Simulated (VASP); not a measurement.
# Mn in VASP: a series of runs, part 2 of 2

VASP 6.6.1. Earlier steps stand in the parts before.

### Step 3. Single point, revPBE, collinear spin, antiferromagnetic start (volume scaled by 1.08)

INCAR

```
SYSTEM = Mn
ALGO     = Normal         ! electronic algorithm
EDIFF    = 1E-7           ! SCF threshold, eV
ENCUT    = 520            ! plane-wave cutoff, eV
GGA      = RE             ! functional
ISIF     = 2              ! what is computed and relaxed
ISMEAR   = -1             ! smearing method
ISPIN    = 2              ! spin polarisation
LASPH    = .TRUE.         ! aspherical terms in the spheres
LCHARG   = .TRUE.         ! write CHGCAR
LELF     = .TRUE.         ! ELF
LMAXMIX  = 4              ! l up to which the mixer works
LORBIT   = 11             ! projections on sites
LREAL    = .FALSE.        ! projectors in reciprocal space
LVHAR    = .TRUE.       
LWAVE    = .FALSE.        ! write WAVECAR
MAGMOM   = 2.046 -2.046   ! initial moments
NBANDS   = 24             ! bands
NELM     = 150            ! most SCF steps
PREC     = Accurate       ! precision mode
SIGMA    = 0.05           ! smearing width, eV
```

KPOINTS

```
k-points
0
G
  14 14 10
  0 0 0
```

POSCAR

```
Mn
1.0
    2.6667258853      0.0000000000      0.0000000000
    0.0000000000      2.6667258853      0.0000000000
    0.0000000000      0.0000000000      3.5981323045
Mn
2
Direct
    1.0000000000      1.0000000000      0.0000000000
    0.5000000000      0.5000000000      0.5000000000
```

Potentials or basis: VASP PAW PBE potentials, release 64 (Mn_pv).

Command:

```
$ cat potpaw_PBE.64/Mn_pv/POTCAR > POTCAR
$ mpirun -np 1 vasp_std > vasp.out
```

OUTCAR:

```text
SYSTEM = Mn
   EDIFF = 1E-7
   ENCUT = 520
   GGA = RE
   ISIF = 2
   ISMEAR = -1
   ISPIN = 2
   LASPH = .TRUE.
   LORBIT = 11
   LREAL = .FALSE.
   NELM = 150
   PREC = Accurate

 ion  position               nearest neighbor table
   1  0.000  0.000  0.000-   2 2.61   2 2.61   2 2.61   2 2.61   2 2.61   2 2.61   2 2.61   2 2.61

   2  0.500  0.500  0.500-   1 2.61   1 2.61   1 2.61   1 2.61   1 2.61   1 2.61   1 2.61   1 2.61

  LATTYP: Found a simple tetragonal cell.
 ALAT       =     2.6667258853
 C/A-ratio  =     1.3492696510

  Lattice vectors:

 A1 = (   2.6667258853,   0.0000000000,   0.0000000000)
 A2 = (   0.0000000000,   2.6667258853,   0.0000000000)
 A3 = (   0.0000000000,   0.0000000000,   3.5981323045)

Analysis of symmetry for initial positions (statically):
=====================================================================
 Subroutine PRICEL returns following result:

  LATTYP: Found a body centered tetragonal cell.
 ALAT       =     2.6667258853
 C/A-ratio  =     1.3492696510
[... 12 lines left out ...]
 Subroutine GETGRP returns: Found 16 space group operations
 (whereof 16 operations were pure point group operations)
 out of a pool of 16 trial point group operations.

The static configuration has the point symmetry D_4h.

Analysis of symmetry for dynamics (positions and initial velocities):
=====================================================================
 Subroutine PRICEL returns following result:

  LATTYP: Found a body centered tetragonal cell.
 ALAT       =     2.6667258853
 C/A-ratio  =     1.3492696510
[... 12 lines left out ...]
 Subroutine GETGRP returns: Found 16 space group operations
 (whereof 16 operations were pure point group operations)
 out of a pool of 16 trial point group operations.

The dynamic configuration has the point symmetry D_4h.

Analysis of structural, dynamic, and magnetic symmetry:
=====================================================================
 Subroutine PRICEL returns following result:

  LATTYP: Found a body centered tetragonal cell.
 ALAT       =     2.6667258853
 C/A-ratio  =     1.3492696510
[... 12 lines left out ...]
 Subroutine GETGRP returns: Found 16 space group operations
[... 143 lines left out ...]
 Free energy of the ion-electron system (eV)
  ---------------------------------------------------
  ext. energy  EPLUGINS =         0.00000000
  ---------------------------------------------------
  free energy    TOTEN  =       -17.12790131 eV

  energy without entropy =      -17.10726701  energy(sigma->0) =      -17.11758416

 E-fermi :   8.6479     XC(G=0): -12.8459

 val. band max:        8.6465559092   @ k =   0.4286   0.3571   0.1000
 cond. band min:       8.6509466471   @ k =   0.5000   0.0714   0.4000
 fundamental gap:      0.0043907379
 Fermi energy:         8.6479127505

 spin component 1

 k-point     1 :       0.0000    0.0000    0.0000
  band No.  band energies     occupation
      1     -40.7188      1.00000
      2     -40.4487      1.00000
      3     -40.4487      1.00000
      4     -37.9969      1.00000
      5     -37.8940      1.00000
      6     -37.8940      1.00000
[... 637 lines left out ...]
     23      24.7701      0.00000
     24      26.0134      0.00000

 [... further k-points ...]

 spin component 2

 k-point     1 :       0.0000    0.0000    0.0000
  band No.  band energies     occupation
      1     -40.7188      1.00000
      2     -40.4487      1.00000
      3     -40.4487      1.00000
      4     -37.9969      1.00000
      5     -37.8940      1.00000
      6     -37.8940      1.00000
[... 637 lines left out ...]
     23      24.7701      0.00000
     24      26.0134      0.00000

 [... further k-points ...]
[... 5 lines left out ...]
  --------------------------------------------------------------------------------------
  -------------------------------------------------------------------------------------
  Total       -1.2326837     -1.2326837     -1.0453619      0.0000000      0.0000000     -0.0000000
  in kB      -77.1841888    -77.1841888    -65.4550832      0.0000000      0.0000000     -0.0000000
  external PRESSURE =     -73.2744869 kB  Pullay stress =       0.0000000 kB

 VOLUME and BASIS-vectors are now :
 -----------------------------------------------------------------------------
  energy-cutoff  :      520.00
  volume of cell :       25.59
      direct lattice vectors                 reciprocal lattice vectors
     2.666725885  0.000000000  0.000000000     0.374991673  0.000000000  0.000000000
     0.000000000  2.666725885  0.000000000     0.000000000  0.374991673  0.000000000
     0.000000000  0.000000000  3.598132304     0.000000000  0.000000000  0.277921965

 POSITION                                       TOTAL-FORCE (eV/Angst)
 -----------------------------------------------------------------------------------
      0.00000      0.00000      0.00000         0.000000      0.000000      0.000000
      1.33336      1.33336      1.79907        -0.000000     -0.000000      0.000000
 -----------------------------------------------------------------------------------
    total drift:                               -0.000000      0.000000      0.000000

  FREE ENERGIE OF THE ION-ELECTRON SYSTEM (eV)
  ---------------------------------------------------
  free  energy   TOTEN  =       -17.1279013100 eV

  energy  without entropy=      -17.1072670067  energy(sigma->0) =      -17.11758416

 total charge

# of ion       s       p       d       tot
------------------------------------------
    1        0.372   6.315   4.998  11.685
    2        0.372   6.315   4.998  11.685
--------------------------------------------------
tot          0.744  12.630   9.997  23.370

 magnetization (x)

# of ion       s       p       d       tot
------------------------------------------
    1        0.030   0.039   2.395   2.464
    2       -0.030  -0.039  -2.395  -2.464
--------------------------------------------------
tot          0.000   0.000   0.000   0.000
```

stdout:

```text
POSCAR found type information on POSCAR Mn
 POSCAR found :  1 types and       2 ions
 scaLAPACK will be used
 -----------------------------------------------------------------------------
|                                                                             |
|                                                                             |
|     You enforced a specific xc type in the INCAR file but a different       |
|     I HOPE YOU KNOW WHAT YOU ARE DOING!                                     |
|                                                                             |
 -----------------------------------------------------------------------------

 LDA part: xc-table for (Slater+PW92), standard interpolation
 POSCAR, INCAR and KPOINTS ok, starting setup
 FFT: planning ... GRIDC
 FFT: planning ... GRID_SOFT
 FFT: planning ... GRID
 WAVECAR not read
 entering main loop
```

Wall time 5 min (1 thread of Oxide Virtual Turin-like, shared host); peak memory 0.24 GiB.

Results:

```
Free energy                                           : -17.1279 eV
Pressure                                              : -7.3 GPa
Band gap on the k mesh                                : zero (filled and empty bands overlap)
Net moment                                            : 0.00 μB per cell
Site moments                                          : Mn +2.46, -2.46 μB
Valence electrons inside the program's atomic spheres : Mn 11.69
```

Caveat: the PAW data sets were made with another functional, which shifts forces and pressure a little.

### Step 4. Single point, revPBE, collinear spin, antiferromagnetic start (volume scaled by 1.12)

INCAR

```
PREC = Accurate ; ENCUT = 520
EDIFF = 1E-7 ; ISMEAR = -1
SIGMA = 0.05 ; LREAL = False
LASPH = True ; NELM = 150
ALGO = Normal ; ISIF = 2
LWAVE = False ; LCHARG = False
ISPIN = 2 ; MAGMOM = 2.046 -2.046
LORBIT = 11 ; LMAXMIX = 4
GGA = RE ; NBANDS = 24
```

KPOINTS

```
Automatic mesh
0
Gamma
  14 14 10
```

POSCAR

```
Mn
1.0
    2.6992501381      0.0000000000      0.0000000000
    0.0000000000      2.6992501381      0.0000000000
    0.0000000000      0.0000000000      3.6420162917
Mn
2
Direct
    1.0000000000      1.0000000000      0.0000000000
    0.5000000000      0.5000000000      0.5000000000
```

Potentials or basis: VASP PAW PBE potentials, release 64 (Mn_pv).

Command:

```
$ cat potpaw_PBE.64/Mn_pv/POTCAR > POTCAR
$ mpirun -np 1 vasp_std > vasp.out
```

OUTCAR:

```text
PREC = Accurate
   ENCUT = 520
   EDIFF = 1E-7
   ISMEAR = -1
   LREAL = False
   LASPH = True
   NELM = 150
   ISIF = 2
   ISPIN = 2
   LORBIT = 11
   GGA = RE

 ion  position               nearest neighbor table
   1  0.000  0.000  0.000-   2 2.64   2 2.64   2 2.64   2 2.64   2 2.64   2 2.64   2 2.64   2 2.64

   2  0.500  0.500  0.500-   1 2.64   1 2.64   1 2.64   1 2.64   1 2.64   1 2.64   1 2.64   1 2.64

  LATTYP: Found a simple tetragonal cell.
 ALAT       =     2.6992501381
 C/A-ratio  =     1.3492696510

  Lattice vectors:

 A1 = (   2.6992501381,   0.0000000000,   0.0000000000)
 A2 = (   0.0000000000,   2.6992501381,   0.0000000000)
 A3 = (   0.0000000000,   0.0000000000,   3.6420162917)

Analysis of symmetry for initial positions (statically):
=====================================================================
 Subroutine PRICEL returns following result:

  LATTYP: Found a body centered tetragonal cell.
 ALAT       =     2.6992501381
 C/A-ratio  =     1.3492696510
[... 12 lines left out ...]
 Subroutine GETGRP returns: Found 16 space group operations
[... 861 lines left out ...]
 k-point     1 :       0.0000    0.0000    0.0000
  band No.  band energies     occupation
      1     -41.1754      1.00000
      2     -40.9203      1.00000
      3     -40.9203      1.00000
      4     -38.2973      1.00000
      5     -38.2061      1.00000
      6     -38.2061      1.00000
[... 637 lines left out ...]
     23      23.9063      0.00000
     24      25.1317      0.00000

 [... further k-points ...]
[... 5 lines left out ...]
  --------------------------------------------------------------------------------------
  -------------------------------------------------------------------------------------
  Total       -1.7308354     -1.7308354     -1.4308606      0.0000000      0.0000000     -0.0000000
  in kB     -104.5052737   -104.5052737    -86.3932416      0.0000000      0.0000000     -0.0000000
  external PRESSURE =     -98.4679297 kB  Pullay stress =       0.0000000 kB

 VOLUME and BASIS-vectors are now :
 -----------------------------------------------------------------------------
  energy-cutoff  :      520.00
  volume of cell :       26.54
      direct lattice vectors                 reciprocal lattice vectors
     2.699250138  0.000000000  0.000000000     0.370473261  0.000000000  0.000000000
     0.000000000  2.699250138  0.000000000     0.000000000  0.370473261  0.000000000
     0.000000000  0.000000000  3.642016292     0.000000000  0.000000000  0.274573181

 POSITION                                       TOTAL-FORCE (eV/Angst)
 -----------------------------------------------------------------------------------
      0.00000      0.00000      0.00000         0.000000      0.000000      0.000000
      1.34963      1.34963      1.82101        -0.000000     -0.000000     -0.000000
 -----------------------------------------------------------------------------------
    total drift:                               -0.000000      0.000000      0.000000

  FREE ENERGIE OF THE ION-ELECTRON SYSTEM (eV)
  ---------------------------------------------------
  free  energy   TOTEN  =       -17.0772481352 eV

  energy  without entropy=      -17.0559999009  energy(sigma->0) =      -17.06662402

 total charge

# of ion       s       p       d       tot
------------------------------------------
    1        0.362   6.299   4.976  11.636
    2        0.362   6.299   4.976  11.636
--------------------------------------------------
tot          0.723  12.597   9.953  23.273

 magnetization (x)

# of ion       s       p       d       tot
------------------------------------------
    1        0.031   0.041   2.546   2.618
    2       -0.031  -0.041  -2.546  -2.618
--------------------------------------------------
tot          0.000   0.000   0.000   0.000
```

Run time: 4.5 min. Hardware: 1 thread of Oxide Virtual Turin-like, shared host; peak memory 0.25 GiB.

What came out:

| Item | Value |
| --- | --- |
| Free energy | -17.0772 eV |
| Pressure | -9.8 GPa |
| Band gap on the k mesh | zero (filled and empty bands overlap) |
| Net moment | 0.00 μB per cell |
| Site moments | Mn +2.62, -2.62 μB |
| Valence electrons inside the program's atomic spheres | Mn 11.64 |

Stress tensor (GPa, compression positive):
```
-10.45   0.00   0.00
  0.00 -10.45   0.00
  0.00   0.00  -8.64
```

Levels at points of the mesh, in eV from the Fermi level:
Spin up:
```
           k point  band 11  band 12  band 13  band 14  band 15  band 16
(0.00, 0.00, 0.00)    -1.60    -0.85    -0.41     0.70     1.95     1.95
(0.50, 0.00, 0.00)    -1.62    -1.07    -0.75    -0.44     1.14     1.41
(0.50, 0.50, 0.00)     0.19     0.67     1.76     1.76     1.96     2.12
(0.00, 0.00, 0.50)    -1.31    -1.31    -1.08    -0.78     0.92     1.14
(0.50, 0.00, 0.50)    -1.58    -0.11    -0.02     0.00     0.50     1.82
(0.50, 0.50, 0.50)    -1.17    -1.07    -1.07     0.19     1.60     2.45
```
Spin down:
```csv
k point,band 9,band 10,band 11,band 12,band 13,band 14,band 15,band 16,band 17,band 18
"(0.00, 0.00, 0.00)",-3.45,-1.60,-1.60,-0.85,-0.41,0.70,1.95,1.95,2.30,3.14
"(0.50, 0.00, 0.00)",-2.72,-2.66,-1.62,-1.07,-0.75,-0.44,1.14,1.41,1.49,3.39
"(0.50, 0.50, 0.00)",-3.34,-3.34,0.19,0.67,1.76,1.76,1.96,2.12,2.12,2.44
"(0.00, 0.00, 0.50)",-2.95,-1.55,-1.31,-1.31,-1.08,-0.78,0.92,1.14,1.14,2.20
"(0.50, 0.00, 0.50)",-1.94,-1.85,-1.58,-0.11,-0.02,0.00,0.50,1.82,1.92,2.06
"(0.50, 0.50, 0.50)",-2.85,-1.79,-1.17,-1.07,-1.07,0.19,1.60,2.45,7.82,7.82
```

Caveat: the PAW data sets were made with another functional, which shifts forces and pressure a little.

### Step 5. Overview

| spin | cell | k mesh | smearing | gap on the mesh (eV) | pressure (GPa) | moment (μB) |
| --- | --- | --- | --- | --- | --- | --- |
| off | a = 2.490 Å, angles 60.0°, 1 atom | 25 × 25 × 25 | fermi-dirac 0.1 eV | none | 0.1 | - |
| collinear, antiferromagnetic start | a = 2.667, b = 2.667, c = 3.598 Å, 2 atoms | 14 × 14 × 10 | fermi-dirac 0.05 eV | none | -7.3 | 0.00 |
| collinear, antiferromagnetic start | a = 2.699, b = 2.699, c = 3.642 Å, 2 atoms | 14 × 14 × 10 | fermi-dirac 0.05 eV | none | -9.8 | 0.00 |

Alike in all rows: task single point; level revPBE; potentials or basis VASP PAW PBE potentials, release 64 (Mn_pv); cutoff (eV) 520.

Caveats: the PAW data sets were made with another functional, which shifts forces and pressure a little.

Absolute energies hang on the potentials; compare differences alone.
